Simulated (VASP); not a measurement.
# Si12O24F (a cell with a defect) in VASP: single point with PBE0

Aim: the single point of Si12O24F (a cell with a defect) with PBE0.

All numbers are computed with VASP 6.6.1; they aren't measurements. Logs are shortened: lines on timing, memory, paths and dates and some standing lists are left out, and cuts for length are marked.

## 1. The cell of the first run

The cell holds a defect, 37 atoms: a = 7.454 Å, b = 7.454 Å, c = 10.042 Å, α = 70.32°, β = 70.32°, γ = 71.37°.

## 2. Single point, PBE0, collinear spin

The input, POSCAR:

```
Si12O24F
1.0
   -2.5104095100      4.3481568300      5.5092742100
    5.0208190300      0.0000000000      5.5092742100
    5.0208190300      8.6963136500      0.0000000000
Si O F
12 24 1
Direct
    0.4030198300      0.9346391100      0.0341278500
    0.9020225200      0.4375004100      0.2840444500
   -0.0038032100      0.0047705600      0.2611295400
    0.4918643900      0.5007097200      0.0090766700
    0.0903211600      0.5786971200      0.4530980300
    0.5883027200      0.0829069700      0.2066549300
    0.4028437400      0.9380004300      0.5384675700
    0.8969066900      0.4328127400      0.7864965600
    0.0078215800      0.0056458700      0.7646533900
    0.4969088100      0.5104466500      0.5088193500
    0.0878128400      0.5792661300      0.9522603500
    0.5866088400      0.0849933900      0.7060603100
    0.0590430300      0.4844927100      0.3404370400
    0.5408349100      0.9845974100      0.1056638500
    0.0586058900      0.8158640800      0.3916998300
    0.5651073000      0.3180796900      0.1384258500
    0.1747467000      0.0192368800      0.1142712500
    0.6782847100      0.5314278100      0.3636741100
    0.3126796000      0.4841017100      0.4712436900
    0.8096113900      0.9811786300      0.2244462200
    0.4264996500      0.6992257500      0.0650923400
    0.9352493800      0.2012480500      0.3187336000
    0.4340582300      0.0458110000      0.3664068200
    0.9298023900      0.5401524100      0.1104055800
    0.0501506200      0.4860341700      0.8421172100
    0.5585406400      0.9759070700      0.6019133300
    0.0912136600      0.8108083300      0.8801618200
    0.5678951000      0.3180014900      0.6334643400
    0.1786587500      0.0368225600      0.6137133900
    0.6659322500      0.5078767600      0.8587865900
    0.3049350700      0.4685458600      0.9784772900
    0.8193367000      0.9941274700      0.7153153000
    0.4315225700      0.7033114900      0.5703794000
    0.9395906900      0.1941836700      0.8289484300
    0.4256650500      0.0555862600      0.8621298800
    0.9336749500      0.5258452900      0.6106671400
    0.7368587300     -0.2063300300      0.9124623600
```

The input, INCAR.step1:

```
SYSTEM = Si12O24F
ALGO = Normal ; EDIFF = 1E-5
ENCUT = 520 ; GGA = PE
GGA_COMPAT = .FALSE. ; ISIF = 2
ISMEAR = -1 ; ISPIN = 2
LASPH = .TRUE. ; LCHARG = .FALSE.
LORBIT = 11 ; LREAL = Auto
LWAVE = .TRUE. ; MAGMOM = 0 0 0 0 0 0 0 0 0 0 0 0 0 0 0 0 0 0 0 0 0.03 0 0 0.01 0 0 0 0.01 0 0 0 0.3 0 0 0 0 0.69
NBANDS = 128 ; NELM = 200
NUPDOWN = 1.0 ; PREC = Accurate
SIGMA = 0.01
```

The input, INCAR.step2:

```
SYSTEM = Si12O24F
AEXX = 0.25 ; ALGO = Normal
EDIFF = 1E-6 ; ENCUT = 520
GGA = PE ; GGA_COMPAT = .FALSE.
ISIF = 2 ; ISMEAR = -1
ISPIN = 2 ; ISTART = 1
LASPH = .TRUE. ; LCHARG = .FALSE.
LHFCALC = .TRUE. ; LORBIT = 11
LREAL = Auto ; LWAVE = .FALSE.
MAGMOM = 0 0 0 0 0 0 0 0 0 0 0 0 0 0 0 0 0 0 0 0 0.03 0 0 0.01 0 0 0 0.01 0 0 0 0.3 0 0 0 0 0.69 ; NBANDS = 128
NELM = 200 ; NUPDOWN = 1.0
PREC = Accurate ; PRECFOCK = Fast
SIGMA = 0.01
```

The input, KPOINTS:

```
k-points
0
G
  1 1 1
  0 0 0
```

Potentials or basis: VASP PAW PBE potentials, release 64 (Si, O, F).

On the command line:

```
> cat potpaw_PBE.64/Si/POTCAR potpaw_PBE.64/O/POTCAR potpaw_PBE.64/F/POTCAR > POTCAR
> cp INCAR.step1 INCAR
> mpirun -np 1 vasp_gam > vasp.out
> cp INCAR.step2 INCAR
> mpirun -np 1 vasp_gam > vasp.out
```

OUTCAR:

```text
SYSTEM = Si12O24F
   AEXX = 0.25
   EDIFF = 1E-6
   ENCUT = 520
   GGA = PE
   ISIF = 2
   ISMEAR = -1
   ISPIN = 2
   ISTART = 1
   LASPH = .TRUE.
   LHFCALC = .TRUE.
   LORBIT = 11
   LREAL = Auto
   NELM = 200
   NUPDOWN = 1.0
   PREC = Accurate
   PRECFOCK = Fast

 ion  position               nearest neighbor table
   1  0.403  0.935  0.034-  14 1.62  17 1.64  35 1.64  21 1.64  37 2.44  12 3.07   3 3.13
   2  0.902  0.438  0.284-  24 1.62  18 1.63  22 1.63  13 1.63  11 3.10  10 3.11   5 3.12   3 3.15

   3  0.996  0.005  0.261-  17 1.62  20 1.63  22 1.63  15 1.63   6 3.11   5 3.11   1 3.13   2 3.15

   4  0.492  0.501  0.009-  30 1.62  31 1.63  16 1.63  21 1.63   6 3.09  11 3.09   8 3.10
   5  0.090  0.579  0.453-  13 1.63  19 1.63  36 1.63  15 1.63   3 3.11   2 3.12  10 3.12   8 3.13
[... 34 lines left out ...]
  35  0.426  0.056  0.862-  12 1.62   1 1.64
  36  0.934  0.526  0.611-   8 1.63   5 1.63
  37  0.737  0.794  0.912-   1 2.44

  LATTYP: Found a base centered monoclinic cell.
 ALAT       =    12.1085520629
 B/A-ratio  =     0.7181959996
 C/A-ratio  =     0.8293013073
 COS(beta)  =    -0.4146506542

  Lattice vectors:

 A1 = (   2.5104095100,  -4.3481568300,  -5.5092742100)
 A2 = (  -5.0208190300,   0.0000000000,  -5.5092742100)
 A3 = (   5.0208190300,   8.6963136500,   0.0000000000)

Analysis of symmetry for initial positions (statically):
=====================================================================
 Subroutine PRICEL returns:
 Original cell was already a primitive cell.

 Routine SETGRP: Setting up the symmetry group for a
 base centered monoclinic supercell.

 Subroutine GETGRP returns: Found  1 space group operations
 (whereof  1 operations were pure point group operations)
 out of a pool of  4 trial point group operations.

The static configuration has the point symmetry C_1 .

Analysis of symmetry for dynamics (positions and initial velocities):
=====================================================================
 Subroutine PRICEL returns:
 Original cell was already a primitive cell.

 Routine SETGRP: Setting up the symmetry group for a
 base centered monoclinic supercell.

 Subroutine GETGRP returns: Found  1 space group operations
 (whereof  1 operations were pure point group operations)
 out of a pool of  4 trial point group operations.

The dynamic configuration has the point symmetry C_1 .

Analysis of structural, dynamic, and magnetic symmetry:
=====================================================================
 Subroutine PRICEL returns:
 Original cell was already a primitive cell.

 Routine SETGRP: Setting up the symmetry group for a
 base centered monoclinic supercell.

 Subroutine GETGRP returns: Found  1 space group operations
 (whereof  1 operations were pure point group operations)
 out of a pool of  4 trial point group operations.

The overall configuration has the point symmetry C_1 .

 Subroutine INISYM returns: Found  1 space group operations
 (whereof  1 operations are pure point group operations),
 and found     1 'primitive' translations

----------------------------------------------------------------------------------------

                                     Primitive cell

  volume of cell :     481.0987

  direct lattice vectors                    reciprocal lattice vectors
    -2.510409510  4.348156830  5.509274210    -0.099585346  0.057495626  0.090756056
     5.020819030  0.000000000  5.509274210     0.099585346 -0.057495626  0.090756056
     5.020819030  8.696313650  0.000000000     0.049792673  0.086243439 -0.045378028

  length of vectors
     7.453906764  7.453906764 10.041638055     0.146491126  0.146491126  0.109436770

  position of ions in fractional coordinates (direct lattice)
     0.403019830  0.934639110  0.034127850
     0.902022520  0.437500410  0.284044450
     0.996196790  0.004770560  0.261129540
     0.491864390  0.500709720  0.009076670
     0.090321160  0.578697120  0.453098030
     0.588302720  0.082906970  0.206654930
[... 29 lines left out ...]
     0.933674950  0.525845290  0.610667140
     0.736858730  0.793669970  0.912462360

  ion indices of the primitive-cell ions
   primitive index   ion index
                 1           1
                 2           2
[... 76 lines left out ...]
   ICHARG =      0    charge: 1-file 2-atom 10-const
   ISPIN  =      2    spin polarized calculation?
   LNONCOLLINEAR =      F non collinear calculations
   LSORBIT =      F    spin-orbit coupling
   LASPH  =      T    aspherical Exc in radial PAW
   ENCUT  =  520.0 eV  38.22 Ry    6.18 a.u.  13.86 13.86 18.67*2*pi/ulx,y,z
   NELM   =    200;   NELMIN=  2; NELMDL=  0     # of ELM steps
   EDIFF  = 0.1E-05   stopping-criterion for ELM
   LREAL  =      T    real-space projection
   EDIFFG = 0.1E-04   stopping-criterion for IOM
   NSW    =      0    number of steps for IOM
   IBRION =     -1    ionic relax: 0-MD 1-quasi-New 2-CG
   NFREE  =      0    steps in history (QN), initial steepest desc. (CG)
   ISIF   =      2    stress and relaxation
   ISYM   =      3    0-nonsym 1-usesym 2-fastsym
   POTIM  = 0.5000    time-step for ionic-motion
   TEBEG  =    0.0;   TEEND  =   0.0 temperature during run
   PSTRESS=    0.0 pullay stress
   NELECT =     199.0000    total number of electrons
   NUPDOWN=       1.0000    fix difference up-down
   EMIN   =  10.00;   EMAX   =-10.00  energy-range for DOS
   EFERMI =   0.00;   METHOD = LEGACY
   ISMEAR =    -1;   SIGMA  =   0.01  broadening in eV -4-tet -1-fermi 0-gaus
   EFERMI_NEDOS =   21; number of points for ismear=-14 and -15
   IALGO  =     38    algorithm
   IMIX   =      1    mixing-type and parameters
     AMIX     =   0.40;   BMIX     =  1.00
     AMIX_MAG =   1.60;   BMIX_MAG =  1.00
  volume/ion in A,a.u.               =      13.00        87.75
  Fermi-wavevector in a.u.,A,eV,Ry     =   1.219779  2.305048 20.243574  1.487861
  Thomas-Fermi vector in A             =   2.355019
   LORBIT       =     11    0 simple, 1 ext, 2 COOP (PROOUT), +10 PAW based schemes
   GGA     = PE    functional components
   LHFCALC =     T    Hartree Fock is set to
   PRECFOCK=fast      Normal, Fast or Accurate (Low or Medium for compatibility)
   ENCUT4O =  -1.0   cutoff for four orbital integrals eV
   NKREDX  =     1    reduce k-point grid by
   NKREDY  =     1    reduce k-point grid by
   NKREDZ  =     1    reduce k-point grid by
   AEXX    =    0.2500 exact exchange contribution
   HFSCREEN=    0.0000 screening length (either q_TF or 0.3 A-1)
   HFSCREENC=   0.0000 screening length for correlation (either q_TF or 0.3 A-1)
   ENCUTFOCK=  -1.0 apply spherical cutoff to Coloumb kernel
   IVDW    =     0    specifies the selected vdW correction
   LEPSILON=     F    determine dielectric tensor
   LRPA    =     F    only Hartree local field effects (RPA)
 spin polarized calculation
  energy-cutoff  :      520.00
  volume of cell :      481.10
 maximum number of plane-waves:      6470
 NGX is ok and might be reduce to    54
  NGX = 28; NGY = 28; NGZ = 40

 number of electron     199.0000026 magnetization       1.0000000

 Free energy of the ion-electron system (eV)
  ---------------------------------------------------
  ext. energy  EPLUGINS =         0.00000000
  ---------------------------------------------------
  free energy    TOTEN  =      -372.55837682 eV

  energy without entropy =     -372.55837682  energy(sigma->0) =     -372.55837682

 E-fermi :  -0.7512     XC(G=0):  -7.0724

 val. band max:       -1.1132566013   @ k =   0.0000   0.0000   0.0000
 cond. band min:       2.4657652064   @ k =   0.0000   0.0000   0.0000
 fundamental gap:      3.5790218077
 Fermi energy:        -0.7511893877

 spin component 1

 k-point     1 :       0.0000    0.0000    0.0000
  band No.  band energies     occupation
      1     -25.1211      1.00000
      2     -21.9134      1.00000
      3     -21.5144      1.00000
      4     -21.3316      1.00000
      5     -21.2463      1.00000
      6     -20.9949      1.00000
[... 103 lines left out ...]
    110      11.0866      0.00000
    111      11.1201      0.00000
 Fermi energy:        -0.7511893877

 spin component 2

 k-point     1 :       0.0000    0.0000    0.0000
  band No.  band energies     occupation
      1     -23.4625      1.00000
      2     -21.7827      1.00000
      3     -21.3715      1.00000
      4     -21.3190      1.00000
      5     -21.2332      1.00000
      6     -20.8745      1.00000
[... 103 lines left out ...]
    110      11.0961      0.00000
    111      11.1376      0.00000
 [bands above 111 left out]

------------------------ aborting loop because EDIFF is reached ----------------------------------------

  FORCE on cell =-STRESS in cart. coord.  units (eV):
  Direction    XX          YY          ZZ          XY          YZ          ZX
  --------------------------------------------------------------------------------------
  -------------------------------------------------------------------------------------
  Total      -13.2776544    -15.8454862    -14.1209675      1.4079331     -0.6222057     -1.8151327
  in kB      -44.2178677    -52.7693815    -47.0263084      4.6887650     -2.0720987     -6.0448401
  external PRESSURE =     -48.0045192 kB  Pullay stress =       0.0000000 kB

 VOLUME and BASIS-vectors are now :
 -----------------------------------------------------------------------------
  energy-cutoff  :      520.00
  volume of cell :      481.10
      direct lattice vectors                 reciprocal lattice vectors
    -2.510409510  4.348156830  5.509274210    -0.099585346  0.057495626  0.090756056
     5.020819030  0.000000000  5.509274210     0.099585346 -0.057495626  0.090756056
     5.020819030  8.696313650  0.000000000     0.049792673  0.086243439 -0.045378028

 POSITION                                       TOTAL-FORCE (eV/Angst)
 -----------------------------------------------------------------------------------
      3.85226      2.04918      7.36953         0.324026     -0.048650     -0.347920
      1.35830      6.39228      7.37980         0.000263     -0.010640     -0.025069
     -1.16583      6.60248      5.51460         0.007227      0.011473      0.037847
      1.32476      2.21764      5.46836         0.174925      0.009398     -0.129081
      4.95371      4.33301      3.68581        -0.065378      0.002693      0.004678
     -0.02304      4.35517      3.69788         0.049925      0.073364     -0.004167
[... 29 lines left out ...]
      3.36232      9.37032      8.04090        -0.139932      0.257968      0.143476
      6.71636     11.13904      8.43210        -0.154320     -0.261571      0.402888
 -----------------------------------------------------------------------------------
    total drift:                               -0.010926      0.006049      0.018428

  FREE ENERGIE OF THE ION-ELECTRON SYSTEM (eV)
  ---------------------------------------------------
  free  energy   TOTEN  =      -372.5583768232 eV

  energy  without entropy=     -372.5583768232  energy(sigma->0) =     -372.55837682

 total charge

# of ion       s       p       d       tot
------------------------------------------
    1        0.633   0.963   0.000   1.596
    2        0.641   0.983   0.000   1.624
    3        0.642   0.981   0.000   1.622
    4        0.643   0.982   0.000   1.625
    5        0.642   0.979   0.000   1.621
    6        0.645   0.992   0.000   1.637
[... 29 lines left out ...]
   36        1.552   3.714   0.000   5.266
   37        1.769   4.174   0.000   5.944
--------------------------------------------------
tot         46.752 104.992   0.000 151.744

 magnetization (x)

# of ion       s       p       d       tot
------------------------------------------
    1       -0.000  -0.001   0.000  -0.001
    2       -0.000  -0.000   0.000  -0.000
    3       -0.000  -0.000   0.000  -0.000
    4       -0.000  -0.000   0.000  -0.000
    5       -0.000   0.000   0.000   0.000
    6       -0.000  -0.000   0.000  -0.000
[... 29 lines left out ...]
   36        0.000  -0.000   0.000  -0.000
   37        0.005   0.589   0.000   0.594
--------------------------------------------------
tot          0.014   0.912   0.000   0.926
```

Wall time 16 min (1 thread of Intel Xeon Platinum 8259CL at 2.50GHz (Skylake/Cascade Lake), shared host); peak memory 0.79 GiB.

Results:

```yaml
Free_energy: -372.5584 eV
Pressure: -4.8 GPa
Largest_force: 0.661 eV/Å
Net_moment: 1.00 μB per cell
Site_moments: Si -0.00, +0.00 (each value once); O +0.00, -0.00, +0.03, +0.01, +0.29 (each value once); F +0.59 μB
Valence_electrons_inside_the_program's_atomic_spheres: Si 1.60, 1.62, 1.64, 1.63 (each value once); O 5.26, 5.28, 5.27, 5.25, 5.16 (each value once); F 5.94
```

Forces on the atoms (eV/Å):
```
Si   0.324 -0.049 -0.348
Si   0.000 -0.011 -0.025
Si   0.007  0.011  0.038
Si   0.175  0.009 -0.129
Si  -0.065  0.003  0.005
Si   0.050  0.073 -0.004
Si   0.034 -0.077 -0.021
Si  -0.158 -0.074 -0.059
Si  -0.033 -0.071  0.241
Si  -0.027  0.048 -0.014
Si  -0.188  0.305  0.046
Si   0.060 -0.237  0.156
O    0.326 -0.025 -0.142
O    0.128 -0.118 -0.054
O   -0.199 -0.252 -0.149
O   -0.216 -0.262 -0.198
O   -0.036  0.305 -0.086
O   -0.090  0.280 -0.136
O    0.300  0.011  0.147
O    0.288 -0.009  0.145
O   -0.167 -0.255  0.273
O   -0.094 -0.267  0.134
O   -0.268  0.228  0.100
O   -0.226  0.130  0.161
O    0.390 -0.080 -0.148
O    0.323 -0.035 -0.089
O   -0.021 -0.345 -0.312
O   -0.145 -0.238 -0.206
O   -0.123  0.371 -0.162
O   -0.007  0.372  0.065
O    0.266 -0.031  0.211
O    0.305  0.473 -0.347
O   -0.095 -0.243  0.161
O   -0.134 -0.292  0.097
O   -0.390  0.355  0.105
O   -0.140  0.258  0.143
F   -0.154 -0.262  0.403
```

Stress tensor (GPa, compression positive):
```
-4.42  0.47 -0.60
 0.47 -5.28 -0.21
-0.60 -0.21 -4.70
```

Caveat: the k points lie up to 0.92 Å⁻¹ apart, too coarse for converged energies, forces and pressures; the PAW data sets were made with another functional, which shifts forces and pressure a little; the total moment is fixed, so each spin has its own Fermi level and the state may be an excited one.
